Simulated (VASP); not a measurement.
# Si2Mo (AlB2 type) (P6/mmm) in VASP: a series of runs, part 2 of 2

VASP 6.6.1.

### 3 Relaxation of cell and atoms, PBE, target pressure 160 GPa, at which the enthalpy is minimised

This run uses another cell than the first one, of 9.50 Å³/atom.

The input, INCAR:

```
  ALGO = Normal
  EDIFF = 1E-6
  EDIFFG = -0.005
  ENCUT = 600
  GGA = PE
  IBRION = 2
  ISIF = 3
  ISMEAR = -1
  LASPH = True
  LCHARG = False
  LREAL = False
  LWAVE = False
  NELM = 100
  NSW = 60
  PREC = Accurate
  PSTRESS = 1600.0
  SIGMA = 0.08
```

The input, KPOINTS:

```
k-points
0
Gamma
  10 10 8
```

The input, POSCAR:

```
Si2Mo
1.0
    3.1047816293      0.0000000000      0.0000000000
   -1.5523908147      2.6888197642      0.0000000000
    0.0000000000      0.0000000000      3.4152597923
Mo Si
1 2
Direct
    0.0000000000      0.0000000000      0.0000000000
    0.3333333333      0.6666666667      0.5000000000
    0.6666666667      0.3333333333      0.5000000000
```

Potentials or basis: VASP PAW PBE potentials, release 64 (Mo_sv, Si).

Launch:

```console
> cat potpaw_PBE.64/Mo_sv/POTCAR potpaw_PBE.64/Si/POTCAR > POTCAR
> mpirun -np 1 vasp_std > vasp.out
```

OUTCAR:

```text
EDIFF = 1E-6
   EDIFFG = -0.005
   ENCUT = 600
   GGA = PE
   IBRION = 2
   ISIF = 3
   ISMEAR = -1
   LASPH = True
   LREAL = False
   NELM = 100
   NSW = 60
   PREC = Accurate
   PSTRESS = 1600.0

 ion  position               nearest neighbor table
   1  0.000  0.000  0.000-   2 2.48   3 2.48   2 2.48   3 2.48   3 2.48   3 2.48   2 2.48   2 2.48
                             3 2.48   3 2.48   2 2.48   2 2.48
   2  0.333  0.667  0.500-   3 1.79   3 1.79   3 1.79   1 2.48   1 2.48   1 2.48   1 2.48   1 2.48
                             1 2.48
   3  0.667  0.333  0.500-   2 1.79   2 1.79   2 1.79   1 2.48   1 2.48   1 2.48   1 2.48   1 2.48
                             1 2.48

  LATTYP: Found a hexagonal cell.
 ALAT       =     3.1047816293
 C/A-ratio  =     1.1000000000

  Lattice vectors:

 A1 = (   3.1047816293,   0.0000000000,   0.0000000000)
 A2 = (  -1.5523908147,   2.6888197642,   0.0000000000)
 A3 = (   0.0000000000,   0.0000000000,   3.4152597923)

Analysis of symmetry for initial positions (statically):
=====================================================================
 Subroutine PRICEL returns:
 Original cell was already a primitive cell.

 Routine SETGRP: Setting up the symmetry group for a
 hexagonal supercell.

 Subroutine GETGRP returns: Found 24 space group operations
 (whereof 24 operations were pure point group operations)
 out of a pool of 24 trial point group operations.

The static configuration has the point symmetry D_6h.

Analysis of symmetry for dynamics (positions and initial velocities):
=====================================================================
 Subroutine PRICEL returns:
 Original cell was already a primitive cell.

 Routine SETGRP: Setting up the symmetry group for a
 hexagonal supercell.

 Subroutine GETGRP returns: Found 24 space group operations
 (whereof 24 operations were pure point group operations)
 out of a pool of 24 trial point group operations.

The dynamic configuration has the point symmetry D_6h.

 Subroutine INISYM returns: Found 24 space group operations
 (whereof 24 operations are pure point group operations),
 and found     1 'primitive' translations

----------------------------------------------------------------------------------------

                                     Primitive cell

  volume of cell :      28.5113

  direct lattice vectors                    reciprocal lattice vectors
     3.104781629  0.000000000  0.000000000     0.322083843  0.185955194  0.000000000
    -1.552390815  2.688819764  0.000000000     0.000000000  0.371910387  0.000000000
     0.000000000  0.000000000  3.415259792     0.000000000  0.000000000  0.292803494

  length of vectors
     3.104781629  3.104781629  3.415259792     0.371910387  0.371910387  0.292803494

  position of ions in fractional coordinates (direct lattice)
     0.000000000  0.000000000  0.000000000
     0.333333333  0.666666667  0.500000000
     0.666666667  0.333333333  0.500000000

  ion indices of the primitive-cell ions
   primitive index   ion index
                 1           1
                 2           2
                 3           3

----------------------------------------------------------------------------------------

[... 71 lines left out ...]
   EDIFFG = -.5E-02   stopping-criterion for IOM
   NSW    =     60    number of steps for IOM
   IBRION =      2    ionic relax: 0-MD 1-quasi-New 2-CG
   NFREE  =      1    steps in history (QN), initial steepest desc. (CG)
   ISIF   =      3    stress and relaxation
   ISYM   =      2    0-nonsym 1-usesym 2-fastsym
   POTIM  = 0.5000    time-step for ionic-motion
   TEBEG  =    0.0;   TEEND  =   0.0 temperature during run
   PSTRESS= 1600.0 pullay stress
   NELECT =      22.0000    total number of electrons
   NUPDOWN=      -1.0000    fix difference up-down
   EMIN   =  10.00;   EMAX   =-10.00  energy-range for DOS
   EFERMI =   0.00;   METHOD = LEGACY
   ISMEAR =    -1;   SIGMA  =   0.08  broadening in eV -4-tet -1-fermi 0-gaus
   EFERMI_NEDOS =   21; number of points for ismear=-14 and -15
   IALGO  =     38    algorithm
   IMIX   =      4    mixing-type and parameters
     AMIX     =   0.40;   BMIX     =  1.00
     AMIX_MAG =   1.60;   BMIX_MAG =  1.00
  volume/ion in A,a.u.               =       9.50        64.13
  Fermi-wavevector in a.u.,A,eV,Ry     =   1.501563  2.837543 30.676940  2.254691
  Thomas-Fermi vector in A             =   2.612917
   LORBIT       =      0    0 simple, 1 ext, 2 COOP (PROOUT), +10 PAW based schemes
   GGA     = PE    functional components
   LHFCALC =     F    Hartree Fock is set to
   AEXX    =    0.0000 exact exchange contribution
   IVDW    =     0    specifies the selected vdW correction
   LEPSILON=     F    determine dielectric tensor
   LRPA    =     F    only Hartree local field effects (RPA)
 conjugate gradient relaxation of ions
 non-spin polarized calculation
  energy-cutoff  :      600.00
  volume of cell :       28.51
 maximum number of plane-waves:       964
 NGX is ok and might be reduce to    28
   NGX = 13   NGY = 13   NGZ = 13

--------------------------------------- Ionic step        1  -------------------------------------------

 number of electron      21.9999998 magnetization

 Free energy of the ion-electron system (eV)
  ---------------------------------------------------
  ext. energy  EPLUGINS =         0.00000000
  ---------------------------------------------------
  free energy    TOTEN  =       -10.06820747 eV

  energy without entropy =      -10.03237285  energy(sigma->0) =      -10.05029016

------------------------ aborting loop because EDIFF is reached ----------------------------------------

  FORCE on cell =-STRESS in cart. coord.  units (eV):
  Direction    XX          YY          ZZ          XY          YZ          ZX
  --------------------------------------------------------------------------------------
  -------------------------------------------------------------------------------------
  Total       49.3094933     49.3094933     19.0949368     -0.0000000      0.0000000      0.0000000
  in kB     2770.9240670   2770.9240670   1073.0311016     -0.0000001      0.0000000      0.0000000
  external PRESSURE =     604.9597452 kB  Pullay stress =    1600.0000000 kB
[... 100 lines left out ...]
  energy  without entropy=      -17.8315861792  energy(sigma->0) =      -17.85828324

  enthalpy is  TOTEN    =        16.3978496981 eV   P V=       34.2828299995

[... ionic steps 4 to 9 ...]

--------------------------------------- Ionic step       10  -------------------------------------------

 number of electron      21.9999997 magnetization

------------------------ aborting loop because EDIFF is reached ----------------------------------------
[... 73 lines left out ...]
--------------------------------------- Ionic step       12  -------------------------------------------

 number of electron      21.9999997 magnetization

 Free energy of the ion-electron system (eV)
  ---------------------------------------------------
  ext. energy  EPLUGINS =         0.00000000
  ---------------------------------------------------
  free energy    TOTEN  =       -16.51552428 eV

  energy without entropy =      -16.49044583  energy(sigma->0) =      -16.50298506

 E-fermi :  18.7855     XC(G=0): -14.1799

 val. band max:       18.7704019002   @ k =   0.3000   0.3000   0.5000
 cond. band min:      18.8276271512   @ k =   0.2000   0.1000   0.5000
 fundamental gap:      0.0572252510
 Fermi energy:        18.7855098878

 k-point     1 :       0.0000    0.0000    0.0000
  band No.  band energies     occupation
      1     -42.6364      2.00000
      2     -16.9629      2.00000
      3     -16.9629      2.00000
      4     -15.2080      2.00000
      5       1.7664      2.00000
      6       9.7742      2.00000
      7       9.7742      2.00000
      8      12.7079      2.00000
      9      14.3190      2.00000
     10      18.2823      1.99630
     11      18.2823      1.99630
     12      20.9020      0.00000
     13      20.9020      0.00000
     14      23.8427      0.00000
[... 401 lines left out ...]
      2     -17.0381      2.00000
      3     -16.9321      2.00000
      4     -15.7631      2.00000
      5       5.1307      2.00000
      6       6.1283      2.00000
      7      11.1900      2.00000
      8      13.4237      2.00000
      9      15.3296      2.00000
     10      15.4757      2.00000
     11      17.6554      2.00000
     12      19.3049      0.00302
     13      22.8880      0.00000
     14      23.9751      0.00000
     15      24.7049      0.00000

 [... further k-points ...]

------------------------ aborting loop because EDIFF is reached ----------------------------------------

  FORCE on cell =-STRESS in cart. coord.  units (eV):
  Direction    XX          YY          ZZ          XY          YZ          ZX
  --------------------------------------------------------------------------------------
  -------------------------------------------------------------------------------------
  Total       28.3515230     28.3515230     28.3694769     -0.0000000     -0.0000000      0.0000000
  in kB     1599.3402493   1599.3402494   1600.3530469     -0.0000001     -0.0000000      0.0000000
  external PRESSURE =      -0.3221515 kB  Pullay stress =    1600.0000000 kB
[... 22 lines left out ...]
  energy  without entropy=      -16.4904458315  energy(sigma->0) =      -16.50298506

  enthalpy is  TOTEN    =        11.8476941087 eV   P V=       28.3632183935

 reached required accuracy - stopping structural energy minimisation
```

CONTCAR:

```text
Si2Mo
   1.00000000000000
     3.7364757862772224   -0.0000000000867090   -0.0000000000000000
    -1.8682378932738761    3.2358829516814578    0.0000000000000000
    -0.0000000000000000    0.0000000000000000    2.3490438970289098
  Mo              Si
     1     2
Direct
     0.0000000000000000    0.0000000000000000    1.0000000000000000
     0.3333333332999970    0.6666666667000030    0.5000000000000000
     0.6666666667000030    0.3333333332999970    0.5000000000000000

  0.00000000E+00  0.00000000E+00  0.00000000E+00
  0.00000000E+00  0.00000000E+00  0.00000000E+00
  0.00000000E+00  0.00000000E+00  0.00000000E+00
```

Wall time 2.6 min (1 thread of AMD EPYC 9R45 (Zen 5), shared host); peak memory 0.16 GiB.

What came out:

| Item | Value |
| --- | --- |
| Free energy | -16.5155 eV |
| Relaxed volume | 9.47 Å³/atom |
| Relaxed cell | a = 3.736 Å, b = 3.736 Å, c = 2.349 Å, α = 90.00°, β = 90.00°, γ = 120.00° |
| Space group after relaxing (to 0.1 Å) | P6/mmm (No. 191) |
| Energy change on relaxing (the run minimises the enthalpy) | -2149.1 meV/atom |
| Ionic steps | 12 |
| Pressure after relaxing | 160.0 GPa |
| Band gap on the k mesh | zero (bands 11 and 12 overlap by 3.71 eV) |

Step by step:
| step | energy change (eV) | largest force (eV/Å) | pressure (GPa) | volume (Å³) |
| --- | --- | --- | --- | --- |
| 1 | 0.0000 | 0.0000 | 220.50 | 28.51 |
| 2 | -10.8766 | 0.0000 | -4.62 | 43.16 |
| 3 | -7.8168 | 0.0000 | 75.70 | 34.33 |
| 4 | -6.7008 | 0.0000 | 97.71 | 33.09 |
| 5 | -3.9082 | 0.0000 | 221.92 | 26.74 |
| 6 | -6.5799 | 0.0000 | 154.28 | 28.61 |
| 7 | -6.3001 | 0.0000 | 163.46 | 28.26 |
| 8 | -6.1772 | 0.0000 | 167.11 | 28.14 |
| 9 | -6.9251 | 0.0000 | 147.05 | 28.95 |
| 10 | -6.3505 | 0.0000 | 162.64 | 28.31 |
| 11 | -6.5850 | 0.0000 | 156.12 | 28.54 |
| 12 | -6.4473 | 0.0000 | 159.97 | 28.40 |

Final structure:
```cif
data_structure
_symmetry_space_group_name_H-M 'P 1'
_symmetry_Int_Tables_number 1
_cell_length_a 3.7365
_cell_length_b 3.7365
_cell_length_c 2.3490
_cell_angle_alpha 90.000
_cell_angle_beta 90.000
_cell_angle_gamma 120.000
_cell_volume 28.40
loop_
_atom_site_label
_atom_site_type_symbol
_atom_site_fract_x
_atom_site_fract_y
_atom_site_fract_z
_atom_site_occupancy
Mo1 Mo 0.00000 0.00000 0.00000 1
Si1 Si 0.33333 0.66667 0.50000 1
Si2 Si 0.66667 0.33333 0.50000 1
```

Caveat: the cell is relaxed towards a set pressure, so the run minimises the enthalpy, not the energy; a cell axis changed by over 15 % at a fixed basis, so the end point is rough.

The gap in the log of VASP goes by the Fermi energy; the results here count the filled bands.